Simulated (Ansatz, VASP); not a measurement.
## ZnSe in VASP and in Ansatz

```
CELL_PARAMETERS angstrom
4.10770 0.00000 0.00000
0.00000 4.10770 0.00000
0.00000 0.00000 6.07035
ATOMIC_POSITIONS crystal
Zn 0.00000 0.00000 0.00000
Zn 0.50000 0.50000 0.00000
Se 0.00000 0.50000 0.24628
Se 0.50000 0.00000 0.75372
```

Alike in both runs: task single point; functional r2SCAN; k mesh 6 × 6 × 4; no spin polarisation.

```csv
,VASP,Ansatz
version,VASP 6.6.1,Ansatz 0.2.0
potentials or method,"VASP PAW PBE potentials, release 64 (Zn, Se), cutoff 520 eV","plane waves, PAW"
occupations,"gaussian, width 0.01 eV",fixed
valence electrons in the cell,36,56
```

Ansatz gave:

```
gap on the k mesh at the Fermi level (eV) : 2.42
```

Q: Estimate VASP's values.

A: gap on the k mesh at the Fermi level (eV): 2.41.

VASP's potentials were made for PBE, not for r2SCAN. VASP's potentials hold 36 valence electrons a cell and Ansatz's 56, so a difference there can come from the potentials and not from the codes.
